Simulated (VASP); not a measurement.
# Te (C2) in VASP: further runs, part 2 of 2

VASP 6.6.1. Earlier steps stand in the parts before.

## 3. Single point, r2SCAN (uniaxial x strain +4.3%)

Input file POSCAR:

```
Te
1.0
    4.6621804319      0.0000000000      0.0000000000
   -2.3310902160      3.8722227785      0.0000000000
    0.0000000000      0.0000000000      5.9487470213
Te
3
Direct
    0.2516599433      0.0000000000      0.3333333333
    0.0051186326      0.2618972085      0.6656776575
    0.7432214241      0.7381027915      0.0009890092
```

Input file INCAR.step1:

```
SYSTEM = Te
ALGO = Normal
EDIFF = 1E-4
ENCUT = 520
GGA = PE
ISMEAR = 0
LASPH = .TRUE.
LCHARG = .FALSE.
LREAL = .FALSE.
LWAVE = .TRUE.
NBANDS = 16
NELM = 60
PREC = Accurate
SIGMA = 0.01
```

Input file INCAR.step2:

```
SYSTEM = Te
ALGO = Normal
EDIFF = 1E-6
ENCUT = 520
ISIF = 2
ISMEAR = 0
ISTART = 1
LASPH = .TRUE.
LCHARG = .FALSE.
LMIXTAU = .TRUE.
LREAL = .FALSE.
LWAVE = .FALSE.
METAGGA = R2SCAN
NBANDS = 16
NELM = 60
PREC = Accurate
SIGMA = 0.01
```

Input file KPOINTS:

```
k-points
0
G
  6 6 4
  0 0 0
```

Potentials or basis: VASP PAW PBE potentials, release 64 (Te).

On the command line:

```
$ cat potpaw_PBE.64/Te/POTCAR > POTCAR
$ cp INCAR.step1 INCAR
$ mpirun -np 1 vasp_std > vasp.out
$ cp INCAR.step2 INCAR
$ mpirun -np 1 vasp_std > vasp.out
```

OUTCAR:

```text
SYSTEM = Te
   EDIFF = 1E-6
   ENCUT = 520
   ISIF = 2
   ISMEAR = 0
   ISTART = 1
   LASPH = .TRUE.
   LREAL = .FALSE.
   METAGGA = R2SCAN
   NELM = 60
   PREC = Accurate

 ion  position               nearest neighbor table
   1  0.252  0.000  0.333-   3 2.83   2 2.83   3 3.52   2 3.52   3 3.66   2 3.66
   2  0.005  0.262  0.666-   1 2.83   3 2.84   1 3.52   3 3.58   3 3.58   1 3.66
   3  0.743  0.738  0.001-   1 2.83   2 2.84   1 3.52   2 3.58   2 3.58   1 3.66

  Warning from LATTYP: Monoclinic adjustment (A1->A3, A2->A1, A3->A2)!
  LATTYP: Found a base centered orthorhombic cell.
 ALAT       =     4.6621804319
 B/A-ratio  =     1.6611209433
 C/A-ratio  =     1.2759581291

  Lattice vectors:

 A1 = (   2.3310902160,  -3.8722227785,   0.0000000000)
 A2 = (   2.3310902159,   3.8722227785,   0.0000000000)
 A3 = (   0.0000000000,   0.0000000000,   5.9487470213)

Analysis of symmetry for initial positions (statically):
=====================================================================
 Subroutine PRICEL returns:
 Original cell was already a primitive cell.

 Routine SETGRP: Setting up the symmetry group for a
 base centered orthorhombic supercell.

 Subroutine GETGRP returns: Found  2 space group operations
 (whereof  1 operations were pure point group operations)
 out of a pool of  8 trial point group operations.

The static configuration has the point symmetry C_1 .
 The point group associated with its full space group is C_2 .

Analysis of symmetry for dynamics (positions and initial velocities):
=====================================================================
 Subroutine PRICEL returns:
 Original cell was already a primitive cell.

 Routine SETGRP: Setting up the symmetry group for a
 base centered orthorhombic supercell.

 Subroutine GETGRP returns: Found  2 space group operations
 (whereof  1 operations were pure point group operations)
 out of a pool of  8 trial point group operations.

The dynamic configuration has the point symmetry C_1 .
 The point group associated with its full space group is C_2 .

 Subroutine INISYM returns: Found  2 space group operations
 (whereof  1 operations are pure point group operations),
 and found     1 'primitive' translations

----------------------------------------------------------------------------------------

                                     Primitive cell

  volume of cell :     107.3927

  direct lattice vectors                    reciprocal lattice vectors
     4.662180432  0.000000000  0.000000000     0.214491913  0.129124802  0.000000000
    -2.331090216  3.872222778  0.000000000     0.000000000  0.258249604  0.000000000
     0.000000000  0.000000000  5.948747021     0.000000000  0.000000000  0.168102627

  length of vectors
     4.662180432  4.519744555  5.948747021     0.250359732  0.258249604  0.168102627

  position of ions in fractional coordinates (direct lattice)
     0.251659943  0.000000000  0.333333333
     0.005118633  0.261897209  0.665677657
     0.743221424  0.738102791  0.000989009

  ion indices of the primitive-cell ions
   primitive index   ion index
                 1           1
                 2           2
                 3           3

----------------------------------------------------------------------------------------

 KPOINTS: k-points

Automatic generation of k-mesh.
 Grid dimensions read from file:
 generate k-points for:    6    6    4

 Generating k-lattice:

  Cartesian coordinates                     Fractional coordinates (reciprocal lattice)
     0.035748652  0.021520800  0.000000000     0.166666667 -0.000000000  0.000000000
     0.000000000  0.043041601  0.000000000     0.000000000  0.166666667  0.000000000
     0.000000000  0.000000000  0.042025657     0.000000000  0.000000000  0.250000000

  Length of vectors
     0.041726622  0.043041601  0.042025657

  Shift w.r.t. Gamma in fractional coordinates (k-lattice)
     0.000000000  0.000000000  0.000000000

 Subroutine IBZKPT returns following result:
 ===========================================

 Found     47 irreducible k-points:

 Following reciprocal coordinates:
            Coordinates               Weight
  0.000000  0.000000  0.000000      1.000000
  0.166667  0.000000  0.000000      4.000000
  0.333333  0.000000  0.000000      4.000000
  0.500000  0.000000  0.000000      2.000000
  0.000000  0.166667  0.000000      2.000000
  0.166667  0.166667  0.000000      4.000000
[... 16 lines left out ...]
 -0.166667 -0.166667  0.250000      4.000000
  0.333333  0.166667  0.250000      4.000000
 [... further k-points ...]
   k-points           NKPTS =     47   k-points in BZ     NKDIM =     47   number of bands    NBANDS=     16
   number of dos      NEDOS =    301   number of ions     NIONS =      3
   total plane-waves  NPLWV =  62208
   dimension x,y,z NGX =    36 NGY =   36 NGZ =   48
   dimension x,y,z NGXF=    72 NGYF=   72 NGZF=   96
   ions per type =               3
   NGX,Y,Z   is equivalent  to a cutoff of  12.84, 13.24, 13.41 a.u.
   NGXF,Y,Z  is equivalent  to a cutoff of  25.67, 26.48, 26.83 a.u.
 SYSTEM =  Te
   PREC   = accura    normal or accurate (medium, high low for compatibility)
   ISTART =      1    job   : 0-new  1-cont  2-samecut
   ICHARG =      0    charge: 1-file 2-atom 10-const
   ISPIN  =      1    spin polarized calculation?
   LNONCOLLINEAR =      F non collinear calculations
   LSORBIT =      F    spin-orbit coupling
   LASPH  =      T    aspherical Exc in radial PAW
   ENCUT  =  520.0 eV  38.22 Ry    6.18 a.u.   8.67  8.40 11.06*2*pi/ulx,y,z
   NELM   =     60;   NELMIN=  2; NELMDL=  0     # of ELM steps
   EDIFF  = 0.1E-05   stopping-criterion for ELM
   LREAL  =      F    real-space projection
[... 7 lines left out ...]
   TEBEG  =    0.0;   TEEND  =   0.0 temperature during run
   PSTRESS=    0.0 pullay stress
   NELECT =      18.0000    total number of electrons
   NUPDOWN=      -1.0000    fix difference up-down
   EMIN   =  10.00;   EMAX   =-10.00  energy-range for DOS
   EFERMI =   0.00;   METHOD = LEGACY
   ISMEAR =     0;   SIGMA  =   0.01  broadening in eV -4-tet -1-fermi 0-gaus
   EFERMI_NEDOS =   21; number of points for ismear=-14 and -15
   IALGO  =     38    algorithm
   IMIX   =      4    mixing-type and parameters
     AMIX     =   0.40;   BMIX     =  1.00
     AMIX_MAG =   1.60;   BMIX_MAG =  1.00
  volume/ion in A,a.u.               =      35.80       241.57
  Fermi-wavevector in a.u.,A,eV,Ry     =   0.902625  1.705714 11.085101  0.814732
  Thomas-Fermi vector in A             =   2.025851
   LORBIT       =      0    0 simple, 1 ext, 2 COOP (PROOUT), +10 PAW based schemes
   METAGGA = R2SCAN    functional components
   LHFCALC =     F    Hartree Fock is set to
   AEXX    =    0.0000 exact exchange contribution
   IVDW    =     0    specifies the selected vdW correction
   LEPSILON=     F    determine dielectric tensor
   LRPA    =     F    only Hartree local field effects (RPA)
 non-spin polarized calculation
 Gauss-broadening in eV      SIGMA  =   0.01
  energy-cutoff  :      520.00
  volume of cell :      107.39
 maximum number of plane-waves:      2922
 NGX is ok and might be reduce to    36
   NGX = 17   NGY = 17   NGZ = 23

 number of electron      17.9999999 magnetization

 Free energy of the ion-electron system (eV)
  ---------------------------------------------------
  ext. energy  EPLUGINS =         0.00000000
  ---------------------------------------------------
  free energy    TOTEN  =       -76.23834182 eV

  energy without entropy =      -76.23834182  energy(sigma->0) =      -76.23834182

 E-fermi :   5.2216     XC(G=0):  -9.2219

 val. band max:        5.1408164764   @ k =   0.3333   0.3333   0.5000
 cond. band min:       5.5328160391   @ k =   0.3333   0.3333   0.5000
 fundamental gap:      0.3919995627
 Fermi energy:         5.2215937838

 k-point     1 :       0.0000    0.0000    0.0000
  band No.  band energies     occupation
      1      -8.8012      2.00000
      2      -5.3902      2.00000
      3      -5.3858      2.00000
      4       1.9367      2.00000
      5       2.1350      2.00000
      6       2.2491      2.00000
[... 8 lines left out ...]
     15      11.4503      0.00000
     16      11.8366      0.00000
[... 419 lines left out ...]
 k-point    24 :       0.3333    0.1667    0.2500
  band No.  band energies     occupation
      1      -7.7717      2.00000
      2      -6.4243      2.00000
      3      -5.0094      2.00000
      4       0.2210      2.00000
      5       0.4609      2.00000
      6       1.6331      2.00000
[... 8 lines left out ...]
     15      12.6461      0.00000
     16      13.2724      0.00000

 [... further k-points ...]
[... 5 lines left out ...]
  --------------------------------------------------------------------------------------
  -------------------------------------------------------------------------------------
  Total       -0.1001312      0.3911526     -0.0311301     -0.0000000     -0.2813219      0.0000000
  in kB       -1.4938434      5.8355510     -0.4644259     -0.0000000     -4.1970029      0.0000000
  external PRESSURE =       1.2924272 kB  Pullay stress =       0.0000000 kB

 VOLUME and BASIS-vectors are now :
 -----------------------------------------------------------------------------
  energy-cutoff  :      520.00
  volume of cell :      107.39
      direct lattice vectors                 reciprocal lattice vectors
     4.662180432  0.000000000  0.000000000     0.214491913  0.129124802  0.000000000
    -2.331090216  3.872222778  0.000000000     0.000000000  0.258249604  0.000000000
     0.000000000  0.000000000  5.948747021     0.000000000  0.000000000  0.168102627

 POSITION                                       TOTAL-FORCE (eV/Angst)
 -----------------------------------------------------------------------------------
      1.17328      0.00000      1.98292        -0.001204      0.000000      0.000000
     -0.58664      1.01412      3.95995         0.000602      0.002798     -0.001399
      1.74445      2.85810      0.00588         0.000602     -0.002798      0.001399
 -----------------------------------------------------------------------------------
    total drift:                                0.000024     -0.000000      0.000000

  FREE ENERGIE OF THE ION-ELECTRON SYSTEM (eV)
  ---------------------------------------------------
  free  energy   TOTEN  =       -76.2383418185 eV

  energy  without entropy=      -76.2383418185  energy(sigma->0) =      -76.23834182
```

It took 9.3 min on 1 thread of AMD EPYC 7R13, shared host; peak memory 0.25 GiB.

What came out:

* Free energy: -76.2383 eV
* Pressure: 0.1 GPa
* Largest force: 0.003 eV/Å
* Band gap on the k mesh: 0.39 eV, direct

Forces on the atoms (eV/Å):
```
Te  -0.001  0.000  0.000
Te   0.001  0.003 -0.001
Te   0.001 -0.003  0.001
```

Stress tensor (GPa, compression positive):
```
-0.15  0.00  0.00
 0.00  0.58 -0.42
 0.00 -0.42 -0.05
```

Caveat: the cell differs from its parent crystal (uniaxial x strain +4.3%); the PAW data sets were made with another functional, which shifts forces and pressure a little; spin-orbit coupling is left out, which moves the levels of the heavy elements. A k mesh can miss the band edges.
